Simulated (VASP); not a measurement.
# CdS (P6_3mc) in VASP: relaxation of cell and atoms with r2SCAN

Aim: the relaxation of cell and atoms of CdS with r2SCAN.

Everything below comes from runs of VASP 6.6.1. Logs are shortened: lines on timing, memory, paths and dates and some standing lists are left out, and cuts for length are marked.

**1. The cell of the first run**

It takes space group P6_3mc (No. 186, hexagonal). Conventional cell: a = 4.194 Å, b = 4.194 Å, c = 13.671 Å, α = 90.00°, β = 90.00°, γ = 120.00°. Cd (site symmetry 3m) has 4 S at 2.56 to 2.57 Å within 3.4 Å. Within 3.4 Å of Cd (site symmetry 3m) lie 4 S at 2.57 Å. Within 3.4 Å of S (site symmetry 3m) lie 4 Cd at 2.57 Å. S (site symmetry 3m) has 4 Cd at 2.56 to 2.57 Å within 3.4 Å.

**2. Relaxation of cell and atoms, r2SCAN**

Input file POSCAR:

```
CdS
1.0
    4.1935380901      0.0000000000      0.0000000000
   -2.0967690450      3.6317105178      0.0000000000
    0.0000000000      0.0000000000     13.6707101073
Cd S
4 4
Direct
    0.0000000000      0.0000000000     -0.0002848380
    0.3333333333      0.6666666667      0.2499230957
    0.0000000000      0.0000000000      0.4997151620
    0.6666666667      0.3333333333      0.7499230957
    0.0000000000      0.0000000000      0.1875909594
    0.3333333333      0.6666666667      0.4377707828
    0.0000000000      0.0000000000      0.6875909594
    0.6666666667      0.3333333333      0.9377707828
```

Input file INCAR.step1:

```
SYSTEM = CdS
PREC = Accurate ; ENCUT = 600
ISMEAR = -1 ; SIGMA = 0.02
LREAL = .FALSE. ; LASPH = .TRUE.
NELM = 100 ; GGA = PE
ALGO = Normal ; EDIFF = 1E-4
LWAVE = .TRUE. ; LCHARG = .FALSE.
```

Input file INCAR.step2:

```
SYSTEM = CdS
PREC = Accurate ; ENCUT = 600
EDIFF = 1E-7 ; ISMEAR = -1
SIGMA = 0.02 ; LREAL = .FALSE.
LASPH = .TRUE. ; NELM = 100
ALGO = Normal ; ISIF = 3
LWAVE = .FALSE. ; LCHARG = .FALSE.
METAGGA = R2SCAN ; LMIXTAU = .TRUE.
IBRION = 2 ; NSW = 80
EDIFFG = -0.005 ; ISTART = 1
```

Input file KPOINTS:

```
regular mesh
0
G
  6 6 2
  0 0 0
```

Potentials or basis: VASP PAW PBE potentials, release 64 (Cd, S).

Run with:

```
> cat potpaw_PBE.64/Cd/POTCAR potpaw_PBE.64/S/POTCAR > POTCAR
> cp INCAR.step1 INCAR
> mpirun -np 1 vasp_std > vasp.out
> cp INCAR.step2 INCAR
> mpirun -np 1 vasp_std > vasp.out
```

OUTCAR:

```text
SYSTEM = CdS
   PREC = Accurate
   ENCUT = 600
   EDIFF = 1E-7
   ISMEAR = -1
   LREAL = .FALSE.
   LASPH = .TRUE.
   NELM = 100
   ISIF = 3
   METAGGA = R2SCAN
   IBRION = 2
   NSW = 80
   EDIFFG = -0.005
   ISTART = 1

 ion  position               nearest neighbor table
   1  0.000  0.000  1.000-   8 2.56   8 2.56   8 2.56   5 2.57
   2  0.333  0.667  0.250-   5 2.57   5 2.57   5 2.57   6 2.57
   3  0.000  0.000  0.500-   6 2.56   6 2.56   6 2.56   7 2.57
   4  0.667  0.333  0.750-   7 2.57   7 2.57   7 2.57   8 2.57
   5  0.000  0.000  0.188-   2 2.57   2 2.57   2 2.57   1 2.57
   6  0.333  0.667  0.438-   3 2.56   3 2.56   3 2.56   2 2.57
   7  0.000  0.000  0.688-   4 2.57   4 2.57   4 2.57   3 2.57
   8  0.667  0.333  0.938-   1 2.56   1 2.56   1 2.56   4 2.57

  LATTYP: Found a hexagonal cell.
 ALAT       =     4.1935380901
 C/A-ratio  =     3.2599465686

  Lattice vectors:

 A1 = (   4.1935380901,   0.0000000000,   0.0000000000)
 A2 = (  -2.0967690450,   3.6317105178,   0.0000000000)
 A3 = (   0.0000000000,   0.0000000000,  13.6707101073)

Analysis of symmetry for initial positions (statically):
=====================================================================
 Subroutine PRICEL returns:
 Original cell was already a primitive cell.

 Routine SETGRP: Setting up the symmetry group for a
 hexagonal supercell.

 Subroutine GETGRP returns: Found 12 space group operations
 (whereof  6 operations were pure point group operations)
 out of a pool of 24 trial point group operations.

The static configuration has the point symmetry C_3v.
 The point group associated with its full space group is C_6v.

Analysis of symmetry for dynamics (positions and initial velocities):
=====================================================================
 Subroutine PRICEL returns:
 Original cell was already a primitive cell.

 Routine SETGRP: Setting up the symmetry group for a
 hexagonal supercell.

 Subroutine GETGRP returns: Found 12 space group operations
 (whereof  6 operations were pure point group operations)
 out of a pool of 24 trial point group operations.

The dynamic configuration has the point symmetry C_3v.
 The point group associated with its full space group is C_6v.

 Subroutine INISYM returns: Found 12 space group operations
 (whereof  6 operations are pure point group operations),
 and found     1 'primitive' translations

----------------------------------------------------------------------------------------

                                     Primitive cell

  volume of cell :     208.2010

  direct lattice vectors                    reciprocal lattice vectors
     4.193538090  0.000000000  0.000000000     0.238462124  0.137676171  0.000000000
    -2.096769045  3.631710518  0.000000000     0.000000000  0.275352343  0.000000000
     0.000000000  0.000000000 13.670710107     0.000000000  0.000000000  0.073149090

  length of vectors
     4.193538090  4.193538090 13.670710107     0.275352343  0.275352343  0.073149090

  position of ions in fractional coordinates (direct lattice)
     0.000000000  0.000000000  0.999715162
     0.333333333  0.666666667  0.249923096
     0.000000000  0.000000000  0.499715162
     0.666666667  0.333333333  0.749923096
     0.000000000  0.000000000  0.187590959
     0.333333333  0.666666667  0.437770783
     0.000000000  0.000000000  0.687590959
     0.666666667  0.333333333  0.937770783

  ion indices of the primitive-cell ions
   primitive index   ion index
                 1           1
                 2           2
                 3           3
                 4           4
                 5           5
                 6           6
                 7           7
                 8           8

----------------------------------------------------------------------------------------

 KPOINTS: regular mesh

Automatic generation of k-mesh.
 Grid dimensions read from file:
 generate k-points for:    6    6    2

 Generating k-lattice:

  Cartesian coordinates                     Fractional coordinates (reciprocal lattice)
     0.039743687  0.022946029  0.000000000     0.166666667  0.000000000  0.000000000
     0.000000000  0.045892057  0.000000000     0.000000000  0.166666667  0.000000000
     0.000000000  0.000000000  0.036574545     0.000000000  0.000000000  0.500000000

  Length of vectors
     0.045892057  0.045892057  0.036574545

  Shift w.r.t. Gamma in fractional coordinates (k-lattice)
     0.000000000  0.000000000  0.000000000

 Subroutine IBZKPT returns following result:
 ===========================================

 Found     14 irreducible k-points:

 Following reciprocal coordinates:
            Coordinates               Weight
  0.000000  0.000000  0.000000      1.000000
  0.166667 -0.000000  0.000000      6.000000
  0.333333 -0.000000  0.000000      6.000000
  0.500000  0.000000  0.000000      3.000000
  0.166667  0.166667  0.000000      6.000000
  0.333333  0.166667  0.000000     12.000000
  0.333333  0.333333  0.000000      2.000000
  0.000000  0.000000  0.500000      1.000000
  0.166667 -0.000000  0.500000      6.000000
  0.333333 -0.000000  0.500000      6.000000
  0.500000  0.000000  0.500000      3.000000
  0.166667  0.166667  0.500000      6.000000
  0.333333  0.166667  0.500000     12.000000
  0.333333  0.333333  0.500000      2.000000
   k-points           NKPTS =     14   k-points in BZ     NKDIM =     14   number of bands    NBANDS=     43
   number of dos      NEDOS =    301   number of ions     NIONS =      8
   total plane-waves  NPLWV = 145152
   dimension x,y,z NGX =    36 NGY =   36 NGZ =  112
   dimension x,y,z NGXF=    72 NGYF=   72 NGZF=  224
   ions per type =               4   4
   NGX,Y,Z   is equivalent  to a cutoff of  14.27, 14.27, 13.62 a.u.
   NGXF,Y,Z  is equivalent  to a cutoff of  28.54, 28.54, 27.24 a.u.
 SYSTEM =  CdS
   PREC   = accura    normal or accurate (medium, high low for compatibility)
   ISTART =      1    job   : 0-new  1-cont  2-samecut
   ICHARG =      0    charge: 1-file 2-atom 10-const
   ISPIN  =      1    spin polarized calculation?
   LNONCOLLINEAR =      F non collinear calculations
   LSORBIT =      F    spin-orbit coupling
   LASPH  =      T    aspherical Exc in radial PAW
   ENCUT  =  600.0 eV  44.10 Ry    6.64 a.u.   8.38  8.38 27.30*2*pi/ulx,y,z
   NELM   =    100;   NELMIN=  2; NELMDL=  0     # of ELM steps
   EDIFF  = 0.1E-06   stopping-criterion for ELM
   LREAL  =      F    real-space projection
   EDIFFG = -.5E-02   stopping-criterion for IOM
   NSW    =     80    number of steps for IOM
   IBRION =      2    ionic relax: 0-MD 1-quasi-New 2-CG
   NFREE  =      1    steps in history (QN), initial steepest desc. (CG)
   ISIF   =      3    stress and relaxation
   ISYM   =      2    0-nonsym 1-usesym 2-fastsym
   POTIM  = 0.5000    time-step for ionic-motion
   TEBEG  =    0.0;   TEEND  =   0.0 temperature during run
   PSTRESS=    0.0 pullay stress
   NELECT =      72.0000    total number of electrons
   NUPDOWN=      -1.0000    fix difference up-down
   EMIN   =  10.00;   EMAX   =-10.00  energy-range for DOS
   EFERMI =   0.00;   METHOD = LEGACY
   ISMEAR =    -1;   SIGMA  =   0.02  broadening in eV -4-tet -1-fermi 0-gaus
   EFERMI_NEDOS =   21; number of points for ismear=-14 and -15
   IALGO  =     38    algorithm
   IMIX   =      4    mixing-type and parameters
     AMIX     =   0.40;   BMIX     =  1.00
     AMIX_MAG =   1.60;   BMIX_MAG =  1.00
  volume/ion in A,a.u.               =      26.03       175.63
  Fermi-wavevector in a.u.,A,eV,Ry     =   1.149101  2.171485 17.965569  1.320432
  Thomas-Fermi vector in A             =   2.285772
   LORBIT       =      0    0 simple, 1 ext, 2 COOP (PROOUT), +10 PAW based schemes
   METAGGA = R2SCAN    functional components
   LHFCALC =     F    Hartree Fock is set to
   AEXX    =    0.0000 exact exchange contribution
   IVDW    =     0    specifies the selected vdW correction
   LEPSILON=     F    determine dielectric tensor
   LRPA    =     F    only Hartree local field effects (RPA)
 conjugate gradient relaxation of ions
 non-spin polarized calculation
  energy-cutoff  :      600.00
  volume of cell :      208.20
 maximum number of plane-waves:      7002
 NGX is ok and might be reduce to    36
   NGX = 17   NGY = 17   NGZ = 55

--------------------------------------- Ionic step        1  -------------------------------------------

 number of electron      72.0000008 magnetization

 Free energy of the ion-electron system (eV)
  ---------------------------------------------------
  ext. energy  EPLUGINS =         0.00000000
  ---------------------------------------------------
  free energy    TOTEN  =      -118.73905236 eV

  energy without entropy =     -118.73905236  energy(sigma->0) =     -118.73905236

------------------------ aborting loop because EDIFF is reached ----------------------------------------

  FORCE on cell =-STRESS in cart. coord.  units (eV):
  Direction    XX          YY          ZZ          XY          YZ          ZX
  --------------------------------------------------------------------------------------
  -------------------------------------------------------------------------------------
  Total       -1.5169913     -1.5169913     -1.5354409     -0.0000000      0.0000000      0.0000000
  in kB      -11.6737608    -11.6737608    -11.8157367     -0.0000000      0.0000000      0.0000000
  external PRESSURE =     -11.7210861 kB  Pullay stress =       0.0000000 kB

 VOLUME and BASIS-vectors are now :
 -----------------------------------------------------------------------------
  energy-cutoff  :      600.00
  volume of cell :      208.20
      direct lattice vectors                 reciprocal lattice vectors
     4.193538090  0.000000000  0.000000000     0.238462124  0.137676171  0.000000000
    -2.096769045  3.631710518  0.000000000     0.000000000  0.275352343  0.000000000
     0.000000000  0.000000000 13.670710107     0.000000000  0.000000000  0.073149090
[... 43 lines left out ...]
 POSITION                                       TOTAL-FORCE (eV/Angst)
 -----------------------------------------------------------------------------------
     -2.07759      3.59849     13.54004         0.000000     -0.000000     -0.001535
     -0.00000      2.39899      3.38498         0.000000     -0.000000     -0.001593
      4.15518     -0.00000      6.76797        -0.000000      0.000000     -0.001535
      2.07759      1.19950     10.15704        -0.000000      0.000000     -0.001593
      2.07759      3.59849      2.54096         0.000000      0.000000      0.001177
     -0.00000      2.39899      5.92927         0.000000      0.000000      0.001951
     -2.07759      3.59849      9.31302         0.000000      0.000000      0.001177
      2.07759      1.19950     12.70133         0.000000      0.000000      0.001951
 -----------------------------------------------------------------------------------
    total drift:                               -0.000000     -0.000000     -0.009828

  FREE ENERGIE OF THE ION-ELECTRON SYSTEM (eV)
  ---------------------------------------------------
  free  energy   TOTEN  =      -118.7525623617 eV

  energy  without entropy=     -118.7525623616  energy(sigma->0) =     -118.75256236

--------------------------------------- Ionic step        3  -------------------------------------------

 number of electron      71.9999995 magnetization

 Free energy of the ion-electron system (eV)
  ---------------------------------------------------
  ext. energy  EPLUGINS =         0.00000000
  ---------------------------------------------------
  free energy    TOTEN  =      -118.75467273 eV

  energy without entropy =     -118.75467273  energy(sigma->0) =     -118.75467273

 E-fermi :   1.2418     XC(G=0):  -9.5941

 val. band max:        0.8159814234   @ k =   0.0000   0.0000   0.0000
 cond. band min:       2.3855042362   @ k =   0.0000   0.0000   0.0000
 fundamental gap:      1.5695228128
 Fermi energy:         1.2418369443

 k-point     1 :       0.0000    0.0000    0.0000
  band No.  band energies     occupation
      1     -11.8901      2.00000
      2     -11.6866      2.00000
      3     -11.6834      2.00000
      4     -11.4836      2.00000
      5      -7.0469      2.00000
      6      -7.0438      2.00000
[... 655 lines left out ...]
 POSITION                                       TOTAL-FORCE (eV/Angst)
 -----------------------------------------------------------------------------------
      0.00000     -0.00000     13.57366        -0.000000      0.000000     -0.002481
     -0.00000      2.40487      3.39337        -0.000000     -0.000000     -0.001215
     -0.00000      0.00000      6.78481         0.000000     -0.000000     -0.002481
      2.08267      1.20243     10.18222         0.000000     -0.000000     -0.001215
      0.00000      0.00000      2.54720         0.000000     -0.000000      0.002021
     -0.00000      2.40487      5.94395         0.000000     -0.000000      0.001675
      0.00000     -0.00000      9.33605         0.000000     -0.000000      0.002021
      2.08267      1.20243     12.73280        -0.000000      0.000000      0.001675
 -----------------------------------------------------------------------------------
    total drift:                               -0.000000     -0.000000     -0.009625

  FREE ENERGIE OF THE ION-ELECTRON SYSTEM (eV)
  ---------------------------------------------------
  free  energy   TOTEN  =      -118.7546727265 eV

  energy  without entropy=     -118.7546727264  energy(sigma->0) =     -118.75467273

 reached required accuracy - stopping structural energy minimisation
```

It took 67 min on 1 thread of Oxide Virtual Turin-like, shared host; peak memory 0.47 GiB.

Results:

| Item | Value |
| --- | --- |
| Free energy | -118.7547 eV |
| Relaxed volume | 25.50 Å³/atom |
| Relaxed cell | a = 4.165 Å, b = 4.165 Å, c = 13.578 Å, α = 90.00°, β = 90.00°, γ = 120.00° |
| Space group after relaxing (to 0.1 Å) | P6_3mc (No. 186) |
| Energy gained by relaxing | 2.0 meV/atom |
| Ionic steps | 3 |
| Pressure after relaxing | 0.0 GPa |
| Band gap on the k mesh | 1.57 eV |

Forces in eV/Å, atoms in the order of the input:
```
Cd   0.000  0.000 -0.002
Cd   0.000  0.000 -0.001
Cd   0.000  0.000 -0.002
Cd   0.000  0.000 -0.001
S    0.000  0.000  0.002
S    0.000  0.000  0.002
S    0.000  0.000  0.002
S    0.000  0.000  0.002
```

The path:
| step | energy change (eV) | largest force (eV/Å) | pressure (GPa) | volume (Å³) |
| --- | --- | --- | --- | --- |
| 1 | 0.0000 | 0.0049 | -1.17 | 208.20 |
| 2 | -0.0135 | 0.0020 | 0.46 | 202.52 |
| 3 | -0.0156 | 0.0025 | 0.00 | 204.01 |

Final structure:
```
Cd S
1.0
     4.16535    0.00000    0.00000
    -2.08267    3.60730    0.00000
     0.00000    0.00000   13.57770
Cd S
4 4
Cartesian
  0.0000 0.0000 13.5737
  0.0000 2.4049 3.3934
  0.0000 0.0000 6.7848
  2.0827 1.2024 10.1822
  0.0000 0.0000 2.5472
  0.0000 2.4049 5.9440
  0.0000 0.0000 9.3360
  2.0827 1.2024 12.7328
```

Levels at points of the mesh, in eV from the valence-band top:
| k point | band 34 | band 35 | band 36 | band 37 | band 38 | band 39 |
| --- | --- | --- | --- | --- | --- | --- |
| (0.00, 0.00, 0.00) | -0.02 | 0.00 | 0.00 | 1.57 | 3.12 | 3.30 |
| (0.50, 0.00, 0.00) | -1.28 | -0.89 | -0.73 | 3.54 | 3.73 | 4.32 |
| (0.00, 0.00, 0.50) | -0.12 | -0.12 | -0.12 | 2.39 | 2.39 | 3.36 |
| (0.50, 0.00, 0.50) | -1.18 | -0.91 | -0.91 | 3.93 | 3.93 | 4.28 |

Caveat: the PAW data sets were made with another functional, which shifts forces and pressure a little.
